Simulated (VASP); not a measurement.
# Ru (Fm-3m) in VASP: notebook, part 2 of 2

VASP 6.6.1. Earlier steps stand in the parts before.

### Step 4. Single point, revPBE (volume scaled by 1.08)

The input, INCAR:

```
PREC     = Accurate       # precision mode
ENCUT    = 520            # plane-wave cutoff, eV
EDIFF    = 1E-6           # SCF threshold, eV
ISMEAR   = -1             # smearing method
SIGMA    = 0.1            # smearing width, eV
LREAL    = F              # projectors in reciprocal space
LASPH    = T              # aspherical terms in the spheres
NELM     = 80             # most SCF steps
ALGO     = Normal         # electronic algorithm
ISIF     = 2              # what is computed and relaxed
LWAVE    = F              # write WAVECAR
LCHARG   = F              # write CHGCAR
GGA      = RE             # functional
NBANDS   = 13             # bands
```

The input, KPOINTS:

```
regular mesh
0
Gamma
  16 16 16
```

The input, POSCAR:

```
Ru
1.0
    0.0000000000      1.9624469296      1.9624469296
    1.9624469296      0.0000000000      1.9624469296
    1.9624469296      1.9624469296      0.0000000000
Ru
1
Direct
    0.0000000000      0.0000000000      0.0000000000
```

Potentials or basis: VASP PAW PBE potentials, release 64 (Ru_pv).

Launch:

```bash
$ cat potpaw_PBE.64/Ru_pv/POTCAR > POTCAR
$ mpirun -np 1 vasp_std > vasp.out
```

OUTCAR:

```text
PREC = Accurate
   ENCUT = 520
   EDIFF = 1E-6
   ISMEAR = -1
   LREAL = F
   LASPH = T
   NELM = 80
   ISIF = 2
   GGA = RE

 ion  position               nearest neighbor table
   1  0.000  0.000  0.000-

  LATTYP: Found a face centered cubic cell.
 ALAT       =     3.9248938592

  Lattice vectors:

 A1 = (   0.0000000000,   1.9624469296,   1.9624469296)
 A2 = (   1.9624469296,   0.0000000000,   1.9624469296)
 A3 = (   1.9624469296,   1.9624469296,   0.0000000000)

Analysis of symmetry for initial positions (statically):
=====================================================================
 Subroutine PRICEL returns:
 Original cell was already a primitive cell.

 Routine SETGRP: Setting up the symmetry group for a
 face centered cubic supercell.

 Subroutine GETGRP returns: Found 48 space group operations
 (whereof 48 operations were pure point group operations)
 out of a pool of 48 trial point group operations.

The static configuration has the point symmetry O_h .

Analysis of symmetry for dynamics (positions and initial velocities):
=====================================================================
 Subroutine PRICEL returns:
[... 169 lines left out ...]
      6       8.7653      2.00000
      7       8.7653      2.00000
      8      10.8322      1.62446
      9      10.8322      1.62446
     10      21.7119      0.00000
     11      26.0375      0.00000
     12      31.2141      0.00000
     13      31.2141      0.00000
[... 354 lines left out ...]
  band No.  band energies     occupation
      1     -31.5227      2.00000
      2     -31.4736      2.00000
      3     -31.4578      2.00000
      4       4.0981      2.00000
      5       8.5589      2.00000
      6       8.9093      2.00000
      7       8.9537      2.00000
      8      10.6404      1.93431
      9      10.8550      1.54985
     10      21.7120      0.00000
     11      26.6325      0.00000
     12      29.6654      0.00000
     13      31.3092      0.00000

 [... further k-points ...]

------------------------ aborting loop because EDIFF is reached ----------------------------------------

  FORCE on cell =-STRESS in cart. coord.  units (eV):
  Direction    XX          YY          ZZ          XY          YZ          ZX
  --------------------------------------------------------------------------------------
  -------------------------------------------------------------------------------------
  Total       -1.7705643     -1.7705643     -1.7705643      0.0000000      0.0000000      0.0000000
  in kB     -187.6715863   -187.6715863   -187.6715863      0.0000000      0.0000000      0.0000000
  external PRESSURE =    -187.6715863 kB  Pullay stress =       0.0000000 kB

 VOLUME and BASIS-vectors are now :
 -----------------------------------------------------------------------------
  energy-cutoff  :      520.00
  volume of cell :       15.12
      direct lattice vectors                 reciprocal lattice vectors
     0.000000000  1.962446930  1.962446930    -0.254783960  0.254783960  0.254783960
     1.962446930  0.000000000  1.962446930     0.254783960 -0.254783960  0.254783960
     1.962446930  1.962446930  0.000000000     0.254783960  0.254783960 -0.254783960

 POSITION                                       TOTAL-FORCE (eV/Angst)
 -----------------------------------------------------------------------------------
      0.00000      0.00000      0.00000         0.000000     -0.000000     -0.000000
 -----------------------------------------------------------------------------------
    total drift:                               -0.000000     -0.000000     -0.000000

  FREE ENERGIE OF THE ION-ELECTRON SYSTEM (eV)
  ---------------------------------------------------
  free  energy   TOTEN  =        -8.5604643222 eV

  energy  without entropy=       -8.5176226832  energy(sigma->0) =       -8.53904350
```

OSZICAR:

```text
N       E                     dE             d eps       ncg     rms          rms(c)
DAV:   1     0.107809572113E+03    0.10781E+03   -0.84481E+03  3794   0.113E+03
DAV:   2    -0.796178494908E+01   -0.11577E+03   -0.11115E+03  4100   0.321E+02
DAV:   3    -0.921679359622E+01   -0.12550E+01   -0.12502E+01  4315   0.369E+01
DAV:   4    -0.922075042891E+01   -0.39568E-02   -0.39567E-02  4030   0.223E+00
DAV:   5    -0.922077833532E+01   -0.27906E-04   -0.27905E-04  4375   0.171E-01    0.950E+00
DAV:   6    -0.859180277153E+01    0.62898E+00   -0.11273E+00  3845   0.137E+01    0.211E+00
DAV:   7    -0.856330020690E+01    0.28503E-01   -0.51723E-02  4150   0.270E+00    0.664E-01
DAV:   8    -0.856041876909E+01    0.28814E-02   -0.33883E-03  3795   0.752E-01    0.959E-02
DAV:   9    -0.856046224671E+01   -0.43478E-04   -0.77388E-05  4280   0.122E-01    0.261E-02
DAV:  10    -0.856046423222E+01   -0.19855E-05   -0.40378E-06  3825   0.228E-02    0.137E-03
DAV:  11    -0.856046432225E+01   -0.90033E-07   -0.31648E-08  2065   0.217E-03
   1 F= -.85604643E+01 E0= -.85390435E+01  d E =-.428416E-01
```

stdout:

```text
POSCAR found type information on POSCAR Ru
 POSCAR found :  1 types and       1 ions
 scaLAPACK will be used
 -----------------------------------------------------------------------------
|                                                                             |
|                                                                             |
|     You enforced a specific xc type in the INCAR file but a different       |
|     I HOPE YOU KNOW WHAT YOU ARE DOING!                                     |
|                                                                             |
 -----------------------------------------------------------------------------

 LDA part: xc-table for (Slater+PW92), standard interpolation
 POSCAR, INCAR and KPOINTS ok, starting setup
 FFT: planning ... GRIDC
 FFT: planning ... GRID_SOFT
 FFT: planning ... GRID
 WAVECAR not read
 entering main loop
```

Run time: 8.5 s. Hardware: 1 thread of Intel Xeon 6975P-C (Granite Rapids), shared host; peak memory 0.16 GiB.

What came out:

| Property | Result |
| --- | --- |
| Free energy | -8.5605 eV |
| Pressure | -18.8 GPa |
| Band gap on the k mesh | zero (band 7 reaches 12.84 eV, above the bottom of band 8 at 9.83 eV) |

Caveat: the PAW data sets were made with another functional, which shifts forces and pressure a little.

### Step 5. Single point, revPBE (volume scaled by 1.12)

The input, INCAR:

```
PREC = Accurate ; ENCUT = 520
EDIFF = 1E-7 ; ISMEAR = -1
SIGMA = 0.1 ; LREAL = False
LASPH = True ; NELM = 100
ALGO = Normal ; ISIF = 2
LWAVE = False ; LCHARG = True
GGA = RE ; LELF = True
LVHAR = True ; NBANDS = 13
```

The input, KPOINTS:

```
Automatic mesh
0
Gamma
  16 16 16
```

The input, POSCAR:

```
Ru
1.0
    0.0000000000      1.9863815681      1.9863815681
    1.9863815681      0.0000000000      1.9863815681
    1.9863815681      1.9863815681      0.0000000000
Ru
1
Direct
    0.0000000000      0.0000000000      0.0000000000
```

Potentials or basis: VASP PAW PBE potentials, release 64 (Ru_pv).

Launch:

```bash
$ cat potpaw_PBE.64/Ru_pv/POTCAR > POTCAR
$ mpirun -np 1 vasp_std > vasp.out
```

OUTCAR:

```text
PREC = Accurate
   ENCUT = 520
   EDIFF = 1E-7
   ISMEAR = -1
   LREAL = False
   LASPH = True
   NELM = 100
   ISIF = 2
   GGA = RE

 ion  position               nearest neighbor table
   1  0.000  0.000  0.000-

  LATTYP: Found a face centered cubic cell.
 ALAT       =     3.9727631362

  Lattice vectors:

 A1 = (   0.0000000000,   1.9863815681,   1.9863815681)
 A2 = (   1.9863815681,   0.0000000000,   1.9863815681)
 A3 = (   1.9863815681,   1.9863815681,   0.0000000000)

Analysis of symmetry for initial positions (statically):
=====================================================================
 Subroutine PRICEL returns:
 Original cell was already a primitive cell.

 Routine SETGRP: Setting up the symmetry group for a
 face centered cubic supercell.

 Subroutine GETGRP returns: Found 48 space group operations
 (whereof 48 operations were pure point group operations)
 out of a pool of 48 trial point group operations.

The static configuration has the point symmetry O_h .

Analysis of symmetry for dynamics (positions and initial velocities):
=====================================================================
 Subroutine PRICEL returns:
 Original cell was already a primitive cell.

 Routine SETGRP: Setting up the symmetry group for a
 face centered cubic supercell.

 Subroutine GETGRP returns: Found 48 space group operations
 (whereof 48 operations were pure point group operations)
 out of a pool of 48 trial point group operations.

The dynamic configuration has the point symmetry O_h .

 Subroutine INISYM returns: Found 48 space group operations
 (whereof 48 operations are pure point group operations),
 and found     1 'primitive' translations

----------------------------------------------------------------------------------------

                                     Primitive cell

  volume of cell :      15.6754

  direct lattice vectors                    reciprocal lattice vectors
     0.000000000  1.986381568  1.986381568    -0.251713975  0.251713975  0.251713975
     1.986381568  0.000000000  1.986381568     0.251713975 -0.251713975  0.251713975
     1.986381568  1.986381568  0.000000000     0.251713975  0.251713975 -0.251713975

  length of vectors
     2.809167754  2.809167754  2.809167754     0.435981393  0.435981393  0.435981393

  position of ions in fractional coordinates (direct lattice)
     0.000000000  0.000000000  0.000000000

  ion indices of the primitive-cell ions
   primitive index   ion index
                 1           1

----------------------------------------------------------------------------------------

 KPOINTS: Automatic mesh

Automatic generation of k-mesh.
 Grid dimensions read from file:
 generate k-points for:   16   16   16

 Generating k-lattice:

  Cartesian coordinates                     Fractional coordinates (reciprocal lattice)
    -0.015732123  0.015732123  0.015732123     0.062500000  0.000000000  0.000000000
     0.015732123 -0.015732123  0.015732123     0.000000000  0.062500000  0.000000000
     0.015732123  0.015732123 -0.015732123     0.000000000  0.000000000  0.062500000

  Length of vectors
     0.027248837  0.027248837  0.027248837

  Shift w.r.t. Gamma in fractional coordinates (k-lattice)
     0.000000000  0.000000000  0.000000000

 Subroutine IBZKPT returns following result:
 ===========================================

 Found    145 irreducible k-points:

 Following reciprocal coordinates:
            Coordinates               Weight
  0.000000  0.000000  0.000000      1.000000
  0.062500  0.000000  0.000000      8.000000
  0.125000  0.000000  0.000000      8.000000
  0.187500  0.000000  0.000000      8.000000
  0.250000  0.000000  0.000000      8.000000
  0.312500  0.000000  0.000000      8.000000
[... 16 lines left out ...]
 -0.125000  0.062500  0.000000     24.000000
 -0.062500  0.062500  0.000000     12.000000
 [... further k-points ...]
   k-points           NKPTS =    145   k-points in BZ     NKDIM =    145   number of bands    NBANDS=     13
   number of dos      NEDOS =    301   number of ions     NIONS =      1
   total plane-waves  NPLWV =  13824
   dimension x,y,z NGX =    24 NGY =   24 NGZ =   24
   dimension x,y,z NGXF=    48 NGYF=   48 NGZF=   48
   ions per type =               1
   NGX,Y,Z   is equivalent  to a cutoff of  14.20, 14.20, 14.20 a.u.
   NGXF,Y,Z  is equivalent  to a cutoff of  28.41, 28.41, 28.41 a.u.
 SYSTEM =  unknown system
   PREC   = accura    normal or accurate (medium, high low for compatibility)
   ISTART =      0    job   : 0-new  1-cont  2-samecut
   ICHARG =      2    charge: 1-file 2-atom 10-const
   ISPIN  =      1    spin polarized calculation?
   LNONCOLLINEAR =      F non collinear calculations
   LSORBIT =      F    spin-orbit coupling
   LASPH  =      T    aspherical Exc in radial PAW
   ENCUT  =  520.0 eV  38.22 Ry    6.18 a.u.   5.22  5.22  5.22*2*pi/ulx,y,z
   NELM   =    100;   NELMIN=  2; NELMDL= -5     # of ELM steps
   EDIFF  = 0.1E-06   stopping-criterion for ELM
   LREAL  =      F    real-space projection
   EDIFFG = 0.1E-05   stopping-criterion for IOM
   NSW    =      0    number of steps for IOM
   IBRION =     -1    ionic relax: 0-MD 1-quasi-New 2-CG
   NFREE  =      0    steps in history (QN), initial steepest desc. (CG)
   ISIF   =      2    stress and relaxation
   ISYM   =      2    0-nonsym 1-usesym 2-fastsym
   POTIM  = 0.5000    time-step for ionic-motion
   TEBEG  =    0.0;   TEEND  =   0.0 temperature during run
   PSTRESS=    0.0 pullay stress
   NELECT =      14.0000    total number of electrons
   NUPDOWN=      -1.0000    fix difference up-down
   EMIN   =  10.00;   EMAX   =-10.00  energy-range for DOS
   EFERMI =   0.00;   METHOD = LEGACY
   ISMEAR =    -1;   SIGMA  =   0.10  broadening in eV -4-tet -1-fermi 0-gaus
   EFERMI_NEDOS =   21; number of points for ismear=-14 and -15
   IALGO  =     38    algorithm
   IMIX   =      4    mixing-type and parameters
     AMIX     =   0.40;   BMIX     =  1.00
     AMIX_MAG =   1.60;   BMIX_MAG =  1.00
  volume/ion in A,a.u.               =      15.68       105.78
  Fermi-wavevector in a.u.,A,eV,Ry     =   1.576564  2.979273 33.818000  2.485553
  Thomas-Fermi vector in A             =   2.677378
   LORBIT       =      0    0 simple, 1 ext, 2 COOP (PROOUT), +10 PAW based schemes
   GGA     = RE    functional components
   LHFCALC =     F    Hartree Fock is set to
   AEXX    =    0.0000 exact exchange contribution
   IVDW    =     0    specifies the selected vdW correction
   LEPSILON=     F    determine dielectric tensor
   LRPA    =     F    only Hartree local field effects (RPA)
 non-spin polarized calculation
  energy-cutoff  :      520.00
  volume of cell :       15.68
 maximum number of plane-waves:       444
 NGX is ok and might be reduce to    24
   NGX = 11   NGY = 11   NGZ = 11

 number of electron      14.0000000 magnetization

 Free energy of the ion-electron system (eV)
  ---------------------------------------------------
  ext. energy  EPLUGINS =         0.00000000
  ---------------------------------------------------
  free energy    TOTEN  =        -8.48361066 eV

  energy without entropy =       -8.43819176  energy(sigma->0) =       -8.46090121

 E-fermi :  10.3923     XC(G=0): -13.1840

 val. band max:       10.3865714009   @ k =   0.1875   0.0625   0.0000
 cond. band min:      10.3934036572   @ k =  -0.3750   0.3750   0.0625
 fundamental gap:      0.0068322564
 Fermi energy:        10.3922971243

 k-point     1 :       0.0000    0.0000    0.0000
  band No.  band energies     occupation
      1     -32.0256      2.00000
      2     -32.0256      2.00000
      3     -32.0256      2.00000
      4       3.3340      2.00000
      5       8.2976      2.00000
      6       8.2976      2.00000
      7       8.2976      2.00000
      8      10.2487      1.61581
      9      10.2487      1.61581
     10      21.1860      0.00000
     11      25.4402      0.00000
     12      30.4263      0.00000
     13      30.4263      0.00000
[... 353 lines left out ...]
 k-point    24 :      -0.0625    0.0625    0.0000
  band No.  band energies     occupation
      1     -32.0873      2.00000
      2     -32.0443      2.00000
      3     -32.0304      2.00000
      4       3.7133      2.00000
      5       8.1036      2.00000
      6       8.4346      2.00000
      7       8.4760      2.00000
      8      10.0699      1.92346
      9      10.2712      1.54099
     10      21.1859      0.00000
     11      25.9941      0.00000
     12      28.8867      0.00000
     13      30.4810      0.00000

 [... further k-points ...]

------------------------ aborting loop because EDIFF is reached ----------------------------------------

  FORCE on cell =-STRESS in cart. coord.  units (eV):
  Direction    XX          YY          ZZ          XY          YZ          ZX
  --------------------------------------------------------------------------------------
  -------------------------------------------------------------------------------------
  Total       -2.4625342     -2.4625342     -2.4625342      0.0000000     -0.0000000      0.0000000
  in kB     -251.6951432   -251.6951432   -251.6951432      0.0000000     -0.0000000      0.0000000
  external PRESSURE =    -251.6951432 kB  Pullay stress =       0.0000000 kB

 VOLUME and BASIS-vectors are now :
 -----------------------------------------------------------------------------
  energy-cutoff  :      520.00
  volume of cell :       15.68
      direct lattice vectors                 reciprocal lattice vectors
     0.000000000  1.986381568  1.986381568    -0.251713975  0.251713975  0.251713975
     1.986381568  0.000000000  1.986381568     0.251713975 -0.251713975  0.251713975
     1.986381568  1.986381568  0.000000000     0.251713975  0.251713975 -0.251713975

 POSITION                                       TOTAL-FORCE (eV/Angst)
 -----------------------------------------------------------------------------------
      0.00000      0.00000      0.00000         0.000000      0.000000      0.000000
 -----------------------------------------------------------------------------------
    total drift:                               -0.000000      0.000000      0.000000

  FREE ENERGIE OF THE ION-ELECTRON SYSTEM (eV)
  ---------------------------------------------------
  free  energy   TOTEN  =        -8.4836106645 eV

  energy  without entropy=       -8.4381917582  energy(sigma->0) =       -8.46090121
```

stdout:

```text
POSCAR found type information on POSCAR Ru
 POSCAR found :  1 types and       1 ions
 scaLAPACK will be used
 -----------------------------------------------------------------------------
|                                                                             |
|                                                                             |
|     You enforced a specific xc type in the INCAR file but a different       |
|     I HOPE YOU KNOW WHAT YOU ARE DOING!                                     |
|                                                                             |
 -----------------------------------------------------------------------------

 LDA part: xc-table for (Slater+PW92), standard interpolation
 POSCAR, INCAR and KPOINTS ok, starting setup
 FFT: planning ... GRIDC
 FFT: planning ... GRID_SOFT
 FFT: planning ... GRID
 WAVECAR not read
 entering main loop
```

It took 9 s on 1 thread of Intel Xeon 6975P-C (Granite Rapids), shared host; peak memory 0.16 GiB.

Results:

```
Free energy            : -8.4836 eV
Pressure               : -25.2 GPa
Band gap on the k mesh : zero (band 7 reaches 12.14 eV, above the bottom of band 8 at 9.30 eV)
```

Levels at points of the mesh, in eV from the Fermi level:
```csv
k point,band 3,band 4,band 5,band 6,band 7,band 8,band 9,band 10,band 11,band 12
"(0.00, 0.00, 0.00)",-42.42,-7.06,-2.09,-2.09,-2.09,-0.14,-0.14,10.79,15.05,20.03
"(0.50, 0.00, 0.00)",-42.51,-5.07,-2.18,-2.18,0.97,1.34,1.34,8.41,10.79,14.59
"(0.50, 0.50, 0.00)",-42.66,-5.21,-4.80,1.30,1.75,1.75,3.27,10.79,11.71,12.52
```

Caveat: the PAW data sets were made with another functional, which shifts forces and pressure a little.

### Step 6. Overview

```tsv
cell	gap on the mesh (eV)	pressure (GPa)
a = 2.705 Å, angles 60.0°, 1 atom	none	-0.2
a = 2.741 Å, angles 60.0°, 1 atom	none	-10.6
a = 2.775 Å, angles 60.0°, 1 atom	none	-18.8
a = 2.809 Å, angles 60.0°, 1 atom	none	-25.2
```

Alike in all rows: task single point; level revPBE; potentials or basis VASP PAW PBE potentials, release 64 (Ru_pv); no spin polarisation; k mesh 16 × 16 × 16; cutoff (eV) 520; smearing fermi-dirac 0.1 eV.

Caveats: the PAW data sets were made with another functional, which shifts forces and pressure a little.

Total energies depend on the potentials used, so only differences within one code and one set of settings carry meaning.
